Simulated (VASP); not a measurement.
# SnO (zincblende type) (F-43m) in VASP: notebook

Runs on SnO (zincblende type). Level: PBE. Tasks: single point.

All numbers are computed with VASP 6.6.1; they aren't measurements. Logs are shortened: lines on timing, memory, paths and dates and some standing lists are left out, and cuts for length are marked.

## 1. The cell of the first run

It takes space group F-43m (No. 216, cubic). The conventional cell has a = 5.438 Å, b = 5.438 Å, c = 5.438 Å, α = 90.00°, β = 90.00°, γ = 90.00°. Within 3.1 Å of Sn (site symmetry -43m) lie 4 O at 2.35 Å. O (site symmetry -43m) has 4 Sn at 2.35 Å within 3.1 Å.

## 2. Single point, PBE (volume scaled by 0.98)

The input, INCAR:

```
SYSTEM = SnO
ALGO = Normal
EDIFF = 1E-7
ENCUT = 520
GGA = PE
ISIF = 2
ISMEAR = -1
LASPH = .True.
LCHARG = .False.
LREAL = .False.
LWAVE = .False.
NBANDS = 17
NELM = 100
PREC = Accurate
SIGMA = 0.08
```

The input, KPOINTS:

```
k-points
0
Gamma
  12 12 12
  0 0 0
```

The input, POSCAR:

```
SnO
1.0
    0.0000000000      2.7192205009      2.7192205009
    2.7192205009      0.0000000000      2.7192205009
    2.7192205009      2.7192205009      0.0000000000
Sn O
1 1
Direct
    0.0000000000      0.0000000000      0.0000000000
    0.2500000000      0.2500000000      0.2500000000
```

Potentials or basis: VASP PAW PBE potentials, release 64 (Sn_d, O).

Run with:

```console
$ cat potpaw_PBE.64/Sn_d/POTCAR potpaw_PBE.64/O/POTCAR > POTCAR
$ mpirun -np 1 vasp_std > vasp.out
```

OUTCAR:

```text
SYSTEM = SnO
   EDIFF = 1E-7
   ENCUT = 520
   GGA = PE
   ISIF = 2
   ISMEAR = -1
   LASPH = .True.
   LREAL = .False.
   NELM = 100
   PREC = Accurate

 ion  position               nearest neighbor table
   1  0.000  0.000  0.000-   2 2.35   2 2.35   2 2.35   2 2.35
   2  0.250  0.250  0.250-   1 2.35   1 2.35   1 2.35   1 2.35

  LATTYP: Found a face centered cubic cell.
 ALAT       =     5.4384410018

  Lattice vectors:

 A1 = (   0.0000000000,   2.7192205009,   2.7192205009)
 A2 = (   2.7192205009,   0.0000000000,   2.7192205009)
 A3 = (   2.7192205009,   2.7192205009,   0.0000000000)

Analysis of symmetry for initial positions (statically):
[... 5 lines left out ...]
 face centered cubic supercell.

 Subroutine GETGRP returns: Found 24 space group operations
 (whereof 24 operations were pure point group operations)
 out of a pool of 48 trial point group operations.

The static configuration has the point symmetry T_d .

Analysis of symmetry for dynamics (positions and initial velocities):
[... 5 lines left out ...]
 face centered cubic supercell.

 Subroutine GETGRP returns: Found 24 space group operations
 (whereof 24 operations were pure point group operations)
 out of a pool of 48 trial point group operations.

The dynamic configuration has the point symmetry T_d .

 Subroutine INISYM returns: Found 24 space group operations
 (whereof 24 operations are pure point group operations),
 and found     1 'primitive' translations

----------------------------------------------------------------------------------------

                                     Primitive cell

  volume of cell :      40.2127

  direct lattice vectors                    reciprocal lattice vectors
     0.000000000  2.719220501  2.719220501    -0.183876225  0.183876225  0.183876225
     2.719220501  0.000000000  2.719220501     0.183876225 -0.183876225  0.183876225
     2.719220501  2.719220501  0.000000000     0.183876225  0.183876225 -0.183876225

  length of vectors
     3.845558511  3.845558511  3.845558511     0.318482964  0.318482964  0.318482964

  position of ions in fractional coordinates (direct lattice)
     0.000000000  0.000000000  0.000000000
     0.250000000  0.250000000  0.250000000

  ion indices of the primitive-cell ions
   primitive index   ion index
                 1           1
                 2           2

----------------------------------------------------------------------------------------

 KPOINTS: k-points

Automatic generation of k-mesh.
 Grid dimensions read from file:
 generate k-points for:   12   12   12

 Generating k-lattice:

  Cartesian coordinates                     Fractional coordinates (reciprocal lattice)
    -0.015323019  0.015323019  0.015323019     0.083333333  0.000000000  0.000000000
     0.015323019 -0.015323019  0.015323019     0.000000000  0.083333333  0.000000000
     0.015323019  0.015323019 -0.015323019     0.000000000  0.000000000  0.083333333

  Length of vectors
     0.026540247  0.026540247  0.026540247

  Shift w.r.t. Gamma in fractional coordinates (k-lattice)
     0.000000000  0.000000000  0.000000000

 Subroutine IBZKPT returns following result:
 ===========================================

 Found     72 irreducible k-points:

 Following reciprocal coordinates:
            Coordinates               Weight
  0.000000  0.000000  0.000000      1.000000
  0.083333  0.000000  0.000000      8.000000
  0.166667  0.000000  0.000000      8.000000
  0.250000  0.000000  0.000000      8.000000
  0.333333  0.000000  0.000000      8.000000
  0.416667  0.000000  0.000000      8.000000
[... 16 lines left out ...]
  0.500000  0.166667  0.000000     24.000000
 -0.416667  0.166667  0.000000     24.000000
 [... further k-points ...]
   k-points           NKPTS =     72   k-points in BZ     NKDIM =     72   number of bands    NBANDS=     17
   number of dos      NEDOS =    301   number of ions     NIONS =      2
   total plane-waves  NPLWV =  27000
   dimension x,y,z NGX =    30 NGY =   30 NGZ =   30
   dimension x,y,z NGXF=    60 NGYF=   60 NGZF=   60
   ions per type =               1   1
   NGX,Y,Z   is equivalent  to a cutoff of  12.97, 12.97, 12.97 a.u.
   NGXF,Y,Z  is equivalent  to a cutoff of  25.94, 25.94, 25.94 a.u.
 SYSTEM =  SnO
   PREC   = accura    normal or accurate (medium, high low for compatibility)
   ISTART =      0    job   : 0-new  1-cont  2-samecut
   ICHARG =      2    charge: 1-file 2-atom 10-const
   ISPIN  =      1    spin polarized calculation?
   LNONCOLLINEAR =      F non collinear calculations
   LSORBIT =      F    spin-orbit coupling
   LASPH  =      T    aspherical Exc in radial PAW
   ENCUT  =  520.0 eV  38.22 Ry    6.18 a.u.   7.15  7.15  7.15*2*pi/ulx,y,z
   NELM   =    100;   NELMIN=  2; NELMDL= -5     # of ELM steps
   EDIFF  = 0.1E-06   stopping-criterion for ELM
   LREAL  =      F    real-space projection
   EDIFFG = 0.1E-05   stopping-criterion for IOM
   NSW    =      0    number of steps for IOM
   IBRION =     -1    ionic relax: 0-MD 1-quasi-New 2-CG
   NFREE  =      0    steps in history (QN), initial steepest desc. (CG)
   ISIF   =      2    stress and relaxation
   ISYM   =      2    0-nonsym 1-usesym 2-fastsym
   POTIM  = 0.5000    time-step for ionic-motion
   TEBEG  =    0.0;   TEEND  =   0.0 temperature during run
   PSTRESS=    0.0 pullay stress
   NELECT =      20.0000    total number of electrons
   NUPDOWN=      -1.0000    fix difference up-down
   EMIN   =  10.00;   EMAX   =-10.00  energy-range for DOS
   EFERMI =   0.00;   METHOD = LEGACY
   ISMEAR =    -1;   SIGMA  =   0.08  broadening in eV -4-tet -1-fermi 0-gaus
   EFERMI_NEDOS =   21; number of points for ismear=-14 and -15
   IALGO  =     38    algorithm
   IMIX   =      4    mixing-type and parameters
     AMIX     =   0.40;   BMIX     =  1.00
     AMIX_MAG =   1.60;   BMIX_MAG =  1.00
  volume/ion in A,a.u.               =      20.11       135.68
  Fermi-wavevector in a.u.,A,eV,Ry     =   1.297071  2.451109 22.890348  1.682393
  Thomas-Fermi vector in A             =   2.428487
   LORBIT       =      0    0 simple, 1 ext, 2 COOP (PROOUT), +10 PAW based schemes
   GGA     = PE    functional components
   LHFCALC =     F    Hartree Fock is set to
   AEXX    =    0.0000 exact exchange contribution
   IVDW    =     0    specifies the selected vdW correction
   LEPSILON=     F    determine dielectric tensor
   LRPA    =     F    only Hartree local field effects (RPA)
 non-spin polarized calculation
  energy-cutoff  :      520.00
  volume of cell :       40.21
 maximum number of plane-waves:      1106
 NGX is ok and might be reduce to    30
   NGX = 15   NGY = 15   NGZ = 15

 number of electron      19.9999991 magnetization

 Free energy of the ion-electron system (eV)
  ---------------------------------------------------
  ext. energy  EPLUGINS =         0.00000000
  ---------------------------------------------------
  free energy    TOTEN  =       -10.45771371 eV

  energy without entropy =      -10.44880758  energy(sigma->0) =      -10.45326064

 E-fermi :   5.9599     XC(G=0):  -9.5974

 val. band max:        5.9521544732   @ k =  -0.3333   0.5000   0.1667
 cond. band min:       5.9761284911   @ k =   0.5000   0.4167   0.0000
 fundamental gap:      0.0239740179
 Fermi energy:         5.9598609326

 k-point     1 :       0.0000    0.0000    0.0000
  band No.  band energies     occupation
      1     -15.7627      2.00000
      2     -15.7627      2.00000
      3     -15.7627      2.00000
      4     -15.7200      2.00000
      5     -15.7200      2.00000
      6     -12.8921      2.00000
[... 9 lines left out ...]
     16      17.4127      0.00000
     17      17.4127      0.00000

 k-point     2 :       0.0833    0.0000    0.0000
  band No.  band energies     occupation
      1     -15.7710      2.00000
      2     -15.7607      2.00000
      3     -15.7607      2.00000
      4     -15.7200      2.00000
      5     -15.7200      2.00000
      6     -12.8550      2.00000
[... 9 lines left out ...]
     16      17.0823      0.00000
     17      17.0823      0.00000

 k-point     3 :       0.1667    0.0000    0.0000
  band No.  band energies     occupation
      1     -15.7933      2.00000
      2     -15.7558      2.00000
      3     -15.7558      2.00000
      4     -15.7190      2.00000
      5     -15.7190      2.00000
      6     -12.7517      2.00000
[... 9 lines left out ...]
     16      16.6531      0.00000
     17      17.3678      0.00000

 k-point     4 :       0.2500    0.0000    0.0000
  band No.  band energies     occupation
      1     -15.8229      2.00000
      2     -15.7516      2.00000
      3     -15.7516      2.00000
      4     -15.7153      2.00000
      5     -15.7153      2.00000
      6     -12.6062      2.00000
[... 9 lines left out ...]
     16      16.4863      0.00000
     17      18.4816      0.00000

 k-point     5 :       0.3333    0.0000    0.0000
  band No.  band energies     occupation
      1     -15.8516      2.00000
      2     -15.7503      2.00000
      3     -15.7503      2.00000
      4     -15.7086      2.00000
      5     -15.7086      2.00000
      6     -12.4551      2.00000
[... 9 lines left out ...]
     16      16.5997      0.00000
     17      18.8690      0.00000

 k-point     6 :       0.4167    0.0000    0.0000
  band No.  band energies     occupation
      1     -15.8722      2.00000
      2     -15.7506      2.00000
      3     -15.7506      2.00000
      4     -15.7024      2.00000
      5     -15.7024      2.00000
      6     -12.3404      2.00000
[... 9 lines left out ...]
     16      16.8383      0.00000
     17      18.6195      0.00000
[... 281 lines left out ...]
 k-point    21 :       0.3333    0.1667    0.0000
  band No.  band energies     occupation
      1     -15.8578      2.00000
      2     -15.7422      2.00000
      3     -15.7375      2.00000
      4     -15.7242      2.00000
      5     -15.7060      2.00000
      6     -12.4640      2.00000
[... 9 lines left out ...]
     16      18.3255      0.00000
     17      19.2731      0.00000

 k-point    22 :       0.4167    0.1667    0.0000
  band No.  band energies     occupation
      1     -15.8764      2.00000
      2     -15.7449      2.00000
      3     -15.7373      2.00000
      4     -15.7180      2.00000
      5     -15.7010      2.00000
      6     -12.3373      2.00000
[... 9 lines left out ...]
     16      18.0947      0.00000
     17      19.2855      0.00000

 k-point    23 :       0.5000    0.1667    0.0000
  band No.  band energies     occupation
      1     -15.8865      2.00000
      2     -15.7472      2.00000
      3     -15.7382      2.00000
      4     -15.7121      2.00000
      5     -15.6997      2.00000
      6     -12.2553      2.00000
[... 9 lines left out ...]
     16      17.7312      0.00000
     17      19.3944      0.00000

 k-point    24 :      -0.4167    0.1667    0.0000
  band No.  band energies     occupation
      1     -15.8860      2.00000
      2     -15.7483      2.00000
      3     -15.7389      2.00000
      4     -15.7080      2.00000
      5     -15.7036      2.00000
      6     -12.2436      2.00000
[... 9 lines left out ...]
     16      17.1258      0.00000
     17      19.6618      0.00000

 [... further k-points ...]
[... 5 lines left out ...]
  --------------------------------------------------------------------------------------
  -------------------------------------------------------------------------------------
  Total        0.3335461      0.3335461      0.3335461     -0.0000000     -0.0000000      0.0000000
  in kB       13.2893334     13.2893334     13.2893334     -0.0000000     -0.0000000      0.0000000
  external PRESSURE =      13.2893334 kB  Pullay stress =       0.0000000 kB

 VOLUME and BASIS-vectors are now :
 -----------------------------------------------------------------------------
  energy-cutoff  :      520.00
  volume of cell :       40.21
      direct lattice vectors                 reciprocal lattice vectors
     0.000000000  2.719220501  2.719220501    -0.183876225  0.183876225  0.183876225
     2.719220501  0.000000000  2.719220501     0.183876225 -0.183876225  0.183876225
     2.719220501  2.719220501  0.000000000     0.183876225  0.183876225 -0.183876225

 POSITION                                       TOTAL-FORCE (eV/Angst)
 -----------------------------------------------------------------------------------
      0.00000      0.00000      0.00000        -0.000000     -0.000000     -0.000000
      1.35961      1.35961      1.35961         0.000000      0.000000      0.000000
 -----------------------------------------------------------------------------------
    total drift:                               -0.000000     -0.000000     -0.000000

  FREE ENERGIE OF THE ION-ELECTRON SYSTEM (eV)
  ---------------------------------------------------
  free  energy   TOTEN  =       -10.4577137092 eV

  energy  without entropy=      -10.4488075752  energy(sigma->0) =      -10.45326064
```

It took 51 s on 1 thread of Intel Xeon 6975P-C, shared host; peak memory 0.2 GiB.

What came out:

```yaml
Free_energy: -10.4577 eV
Pressure: 1.3 GPa
Band_gap_on_the_k_mesh: zero (band 10 reaches 6.00 eV, above the bottom of band 11 at 5.81 eV)
```

Caveat: the cell differs from its parent crystal (volume scaled by 0.98); spin-orbit coupling is left out, which moves the levels of the heavy elements.

## 3. Single point, PBE

This run uses another cell than the first one, of 20.52 Å³/atom, 1.020 times its volume.

The input, INCAR:

```
SYSTEM = SnO
ALGO = Normal
EDIFF = 1E-6
ENCUT = 520
GGA = PE
ISIF = 2
ISMEAR = -1
LASPH = .TRUE.
LCHARG = .FALSE.
LREAL = .FALSE.
LWAVE = .FALSE.
NBANDS = 17
NELM = 100
PREC = Accurate
SIGMA = 0.08
```

The input, KPOINTS:

```
k-points
0
G
  12 12 12
  0 0 0
```

The input, POSCAR:

```
SnO
1.0
    0.0000000000      2.7375941698      2.7375941698
    2.7375941698      0.0000000000      2.7375941698
    2.7375941698      2.7375941698      0.0000000000
Sn O
1 1
Direct
    0.0000000000      0.0000000000      0.0000000000
    0.2500000000      0.2500000000      0.2500000000
```

Potentials or basis: VASP PAW PBE potentials, release 64 (Sn_d, O).

Run with:

```console
$ cat potpaw_PBE.64/Sn_d/POTCAR potpaw_PBE.64/O/POTCAR > POTCAR
$ mpirun -np 1 vasp_std > vasp.out
```

Wall time 52 s (1 thread of Intel Xeon 6975P-C, shared host); peak memory 0.2 GiB.

The run converged. Its results:

```yaml
Free_energy: -10.4619 eV
Pressure: 0.1 GPa
Band_gap_on_the_k_mesh: zero (band 10 reaches 5.73 eV, above the bottom of band 11 at 5.54 eV)
```

Levels at points of the mesh, in eV from the Fermi level:
```
           k point  band 6  band 7  band 8  band 9  band 10  band 11  band 12  band 13  band 14  band 15
(0.00, 0.00, 0.00)  -18.67   -6.23   -3.46   -3.46    -3.46     4.42     4.42     4.42     8.87    11.42
(0.50, 0.00, 0.00)  -18.11   -7.76   -3.87   -3.87    -2.34     1.71     4.57     4.57     8.51    10.94
(0.50, 0.50, 0.00)  -17.96   -7.60   -4.60   -4.60    -0.51    -0.17     5.15     5.15     5.49    10.08
```

Caveat: spin-orbit coupling is left out, which moves the levels of the heavy elements.
